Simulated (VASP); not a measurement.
# H23NO10 in VASP: a series of runs

H23NO10 is run at these levels: PBE+D3(BJ); tasks: single point.

Program: VASP 6.6.1. These are calculated values, not measurements. Logs are shortened: lines on timing, memory, paths and dates and some standing lists are left out, and cuts for length are marked.

## (1) The cell of the first run

The cell holds an amorphous packing of atoms, 34 atoms: a = 6.973 Å, b = 6.973 Å, c = 6.973 Å, α = 90.00°, β = 90.00°, γ = 90.00°.

## (2) Single point, PBE+D3(BJ)

The input, INCAR:

```
SYSTEM = H23NO10
PREC = Accurate ; ENCUT = 520
EDIFF = 1E-6 ; ISMEAR = -1
SIGMA = 0.02 ; LREAL = Auto
LASPH = .True. ; NELM = 60
ALGO = Normal ; ISIF = 2
LWAVE = .False. ; LCHARG = .False.
GGA = PE ; IVDW = 12
NBANDS = 67
```

The input, KPOINTS:

```
Automatic mesh
0
Gamma
  1 1 1
  0 0 0
```

The input, POSCAR:

```
H23NO10
1.0
    6.9726830000      0.0000000000      0.0000000000
    0.0000000000      6.9726830000      0.0000000000
    0.0000000000      0.0000000000      6.9726830000
O H N
10 23 1
Direct
    0.8363064835      0.7666489356     -0.0152021826
    0.4645844361      0.6299727092      0.1522943177
    1.0460679196      0.8354459826      0.4331904950
    0.3419056911      0.4251017865      0.4753120140
    0.6133220168      0.1013383227      0.4571554450
    0.3798250975      0.8429897071      0.6181264802
    0.2632559088      0.1720428134     -0.1418535734
    0.8859000187      1.0951594960      0.7752682863
    0.9463932320      0.5172470913      0.6884007204
    0.5461742632      0.4574422787      0.7899828517
    0.8960539293      0.6565621870     -0.1035899667
    0.9115429455      0.7661756601      0.0961036089
    0.5012274328      0.5555824064      0.0385934654
    0.5652486998      0.7175860426      0.1569983893
    1.1805928937      0.8147509359      0.4826692967
    1.0090663809      0.9170214679      0.5444962864
    0.2250066438      0.3616111617      0.4389558510
    0.3909829258      0.4869861429      0.3678067682
    0.7107163770      0.1340516986      0.5544494135
    0.5348873597      0.2181513199      0.4433444056
    0.4909731304      0.9024359777      0.5403802238
    0.4556495685      0.7615146135      0.7115481946
    0.2935025155      0.0421215191     -0.1875174879
    0.3793087969      0.2459311573     -0.1684717346
    0.8720316125      0.9781170319      0.8629963531
    1.0139138693      1.1455274820      0.7953179572
    1.0531240270      0.4266076631      0.6778309010
    0.9496774771      0.6072698271      0.5820141257
    0.4839743898      0.4506299799      0.6637473696
    0.6896627883      0.4555635184      0.7576136761
   -0.0813460185      0.2294669068      0.2903473455
    0.0916290042      0.2779131075      0.1502864823
    0.1017255481      0.0879001670      0.2957398178
    0.0614397643      0.2347589873      0.2831047962
```

Potentials or basis: VASP PAW PBE potentials, release 64 (O, H, N).

Command:

```console
$ cat potpaw_PBE.64/O/POTCAR potpaw_PBE.64/H/POTCAR potpaw_PBE.64/N/POTCAR > POTCAR
$ mpirun -np 1 vasp_gam > vasp.out
```

OUTCAR:

```text
SYSTEM = H23NO10
   PREC = Accurate
   ENCUT = 520
   EDIFF = 1E-6
   ISMEAR = -1
   LREAL = Auto
   LASPH = .True.
   NELM = 60
   ISIF = 2
   GGA = PE
   IVDW = 12
 IVDW          = 12

 ion  position               nearest neighbor table
   1  0.836  0.767  0.985-  12 0.94  11 1.07
   2  0.465  0.630  0.152-  14 0.93  13 0.98
   3  0.046  0.835  0.433-  16 1.00  15 1.01
   4  0.342  0.425  0.475-  18 0.93  17 0.96
   5  0.613  0.101  0.457-  20 0.99  19 0.99
   6  0.380  0.843  0.618-  22 1.01  21 1.03
   7  0.263  0.172  0.858-  24 0.98  23 0.98
   8  0.886  0.095  0.775-  26 0.97  25 1.02
   9  0.946  0.517  0.688-  28 0.97  27 0.98
  10  0.546  0.457  0.790-  29 0.98  30 1.03
  11  0.896  0.657  0.896-   1 1.07
  12  0.912  0.766  0.096-   1 0.94
  13  0.501  0.556  0.039-   2 0.98
  14  0.565  0.718  0.157-   2 0.93
  15  0.181  0.815  0.483-   3 1.01
  16  0.009  0.917  0.544-   3 1.00
[... 15 lines left out ...]
  32  0.092  0.278  0.150-  34 1.00
  33  0.102  0.088  0.296-  34 1.07
  34  0.061  0.235  0.283-  32 1.00  31 1.00  33 1.07

  LATTYP: Found a simple cubic cell.
 ALAT       =     6.9726830000

  Lattice vectors:

 A1 = (   6.9726830000,   0.0000000000,   0.0000000000)
 A2 = (   0.0000000000,   6.9726830000,   0.0000000000)
 A3 = (   0.0000000000,   0.0000000000,   6.9726830000)

Analysis of symmetry for initial positions (statically):
=====================================================================
 Subroutine PRICEL returns:
 Original cell was already a primitive cell.

 Routine SETGRP: Setting up the symmetry group for a
 simple cubic supercell.

 Subroutine GETGRP returns: Found  1 space group operations
 (whereof  1 operations were pure point group operations)
 out of a pool of 48 trial point group operations.

The static configuration has the point symmetry C_1 .

Analysis of symmetry for dynamics (positions and initial velocities):
=====================================================================
 Subroutine PRICEL returns:
 Original cell was already a primitive cell.

 Routine SETGRP: Setting up the symmetry group for a
 simple cubic supercell.

 Subroutine GETGRP returns: Found  1 space group operations
 (whereof  1 operations were pure point group operations)
 out of a pool of 48 trial point group operations.

The dynamic configuration has the point symmetry C_1 .

 Subroutine INISYM returns: Found  1 space group operations
 (whereof  1 operations are pure point group operations),
 and found     1 'primitive' translations

----------------------------------------------------------------------------------------

                                     Primitive cell

  volume of cell :     339.0001

  direct lattice vectors                    reciprocal lattice vectors
     6.972683000  0.000000000  0.000000000     0.143416817  0.000000000  0.000000000
     0.000000000  6.972683000  0.000000000     0.000000000  0.143416817  0.000000000
     0.000000000  0.000000000  6.972683000     0.000000000  0.000000000  0.143416817

  length of vectors
     6.972683000  6.972683000  6.972683000     0.143416817  0.143416817  0.143416817

  position of ions in fractional coordinates (direct lattice)
     0.836306484  0.766648936  0.984797817
     0.464584436  0.629972709  0.152294318
     0.046067920  0.835445983  0.433190495
     0.341905691  0.425101787  0.475312014
     0.613322017  0.101338323  0.457155445
     0.379825098  0.842989707  0.618126480
[... 26 lines left out ...]
     0.101725548  0.087900167  0.295739818
     0.061439764  0.234758987  0.283104796

  ion indices of the primitive-cell ions
   primitive index   ion index
                 1           1
                 2           2
                 3           3
                 4           4
                 5           5
                 6           6
[... 26 lines left out ...]
                33          33
                34          34

----------------------------------------------------------------------------------------

 KPOINTS: Automatic mesh

Automatic generation of k-mesh.
[... 45 lines left out ...]
   TEBEG  =    0.0;   TEEND  =   0.0 temperature during run
   PSTRESS=    0.0 pullay stress
   NELECT =      88.0000    total number of electrons
   NUPDOWN=      -1.0000    fix difference up-down
   EMIN   =  10.00;   EMAX   =-10.00  energy-range for DOS
   EFERMI =   0.00;   METHOD = LEGACY
   ISMEAR =    -1;   SIGMA  =   0.02  broadening in eV -4-tet -1-fermi 0-gaus
   EFERMI_NEDOS =   21; number of points for ismear=-14 and -15
   IALGO  =     38    algorithm
   IMIX   =      4    mixing-type and parameters
     AMIX     =   0.40;   BMIX     =  1.00
     AMIX_MAG =   1.60;   BMIX_MAG =  1.00
  volume/ion in A,a.u.               =       9.97        67.28
  Fermi-wavevector in a.u.,A,eV,Ry     =   1.044325  1.973489 14.838723  1.090615
  Thomas-Fermi vector in A             =   2.179073
   LORBIT       =      0    0 simple, 1 ext, 2 COOP (PROOUT), +10 PAW based schemes
   GGA     = PE    functional components
   LHFCALC =     F    Hartree Fock is set to
   AEXX    =    0.0000 exact exchange contribution
   IVDW    =    12    specifies the selected vdW correction
   LEPSILON=     F    determine dielectric tensor
   LRPA    =     F    only Hartree local field effects (RPA)
 non-spin polarized calculation
  energy-cutoff  :      520.00
  volume of cell :      339.00
 maximum number of plane-waves:      4547
 NGX is ok and might be reduce to    50
   NGX = 25   NGY = 25   NGZ = 25

 number of electron      88.0000003 magnetization

 Free energy of the ion-electron system (eV)
  ---------------------------------------------------
  ext. energy  EPLUGINS =         0.00000000
  ---------------------------------------------------
  free energy    TOTEN  =      -165.68682959 eV

  energy without entropy =     -165.68682959  energy(sigma->0) =     -165.68682959

 E-fermi :  -2.7816     XC(G=0):  -6.7581

 val. band max:       -3.3244307709   @ k =   0.0000   0.0000   0.0000
 cond. band min:       1.0211673494   @ k =   0.0000   0.0000   0.0000
 fundamental gap:      4.3455981204
 Fermi energy:        -2.7816136973

 k-point     1 :       0.0000    0.0000    0.0000
  band No.  band energies     occupation
      1     -22.8904      2.00000
      2     -22.5446      2.00000
      3     -22.2889      2.00000
      4     -22.1862      2.00000
      5     -22.0361      2.00000
      6     -22.0068      2.00000
[... 48 lines left out ...]
     55       6.3803      0.00000
     56       6.4892      0.00000
 [bands above 56 left out]

------------------------ aborting loop because EDIFF is reached ----------------------------------------

 Edisp (eV)   -1.16763

 E8    (eV) :    -0.2389

  FORCE on cell =-STRESS in cart. coord.  units (eV):
  Direction    XX          YY          ZZ          XY          YZ          ZX
  --------------------------------------------------------------------------------------
  -------------------------------------------------------------------------------------
  Total       1.63637    -1.52199     0.91475     4.65022    -1.45380     1.30683
  in kB       7.73378    -7.19320     4.32330    21.97781    -6.87091     6.17631
  external pressure =        1.62 kB  Pullay stress =        0.00 kB

 VOLUME and BASIS-vectors are now :
 -----------------------------------------------------------------------------
  energy-cutoff  :      520.00
  volume of cell :      339.00
      direct lattice vectors                 reciprocal lattice vectors
     6.972683000  0.000000000  0.000000000     0.143416817  0.000000000  0.000000000
     0.000000000  6.972683000  0.000000000     0.000000000  0.143416817  0.000000000
     0.000000000  0.000000000  6.972683000     0.000000000  0.000000000  0.143416817

 POSITION                                       TOTAL-FORCE (eV/Angst)
 -----------------------------------------------------------------------------------
      5.83130      5.34560      6.86668        -0.115573     -1.756090     -3.028654
      3.23940      4.39260      1.06190        -1.614947     -1.675703     -0.029872
      0.32122      5.82530      3.02050         0.456588      0.114437      1.285492
      2.38400      2.96410      3.31420         0.848644     -0.759057      2.925771
      4.27650      0.70660      3.18760         0.479494      0.243232     -0.130910
      2.64840      5.87790      4.31000         2.297960     -0.401289      0.663885
[... 26 lines left out ...]
      0.70930      0.61290      2.06210        -0.314111      1.357435     -0.276377
      0.42840      1.63690      1.97400         0.901908     -1.516279      1.128001
 -----------------------------------------------------------------------------------
    total drift:                               -0.006572      0.000266      0.006268

  FREE ENERGIE OF THE ION-ELECTRON SYSTEM (eV)
  ---------------------------------------------------
  free  energy   TOTEN  =      -166.8544614310 eV

  energy  without entropy=     -166.8544614310  energy(sigma->0) =     -166.85446143
```

Wall time 56 s (1 thread of Intel Xeon Platinum 8488C (Sapphire Rapids), shared host); peak memory 0.35 GiB.

What came out:

| Property | Result |
| --- | --- |
| Free energy | -166.8545 eV |
| Pressure | 0.2 GPa |
| Largest force | 3.503 eV/Å |
| Band gap on the k mesh | 4.35 eV |
| Dispersion energy per atom | -0.034 eV |

Forces in eV/Å, atoms in the order of the input:
```
O   -0.116 -1.756 -3.029
O   -1.615 -1.676 -0.030
O    0.457  0.114  1.285
O    0.849 -0.759  2.926
O    0.479  0.243 -0.131
O    2.298 -0.401  0.664
O   -0.287 -0.246  0.086
O   -0.829 -1.217  0.009
O   -0.459 -0.414  0.875
O    2.099  0.110  0.090
H   -0.894  1.748  1.190
H    1.287  0.088  1.904
H   -0.285 -0.182 -0.245
H    1.808  1.788  0.237
H   -0.172 -0.393 -0.553
H   -0.648  0.011 -0.568
H   -1.419 -0.994 -1.051
H    0.813  1.711 -2.572
H   -0.019 -0.254  0.149
H   -0.251 -0.226  0.110
H   -1.265  0.296  0.576
H   -1.098  0.341 -0.822
H    0.145  0.076 -0.202
H    0.266  0.290  0.084
H    0.077  0.858 -0.586
H    0.603  0.111  0.308
H   -0.177  0.402 -0.122
H    0.561  0.385 -0.617
H   -0.660  0.035 -0.441
H   -1.423 -0.146  0.496
H   -1.189  0.046  0.185
H    0.478  0.168 -1.060
H   -0.314  1.357 -0.276
N    0.902 -1.516  1.128
```

Caveat: the k points lie up to 0.90 Å⁻¹ apart.

(Part 1 of 2 ends here.)
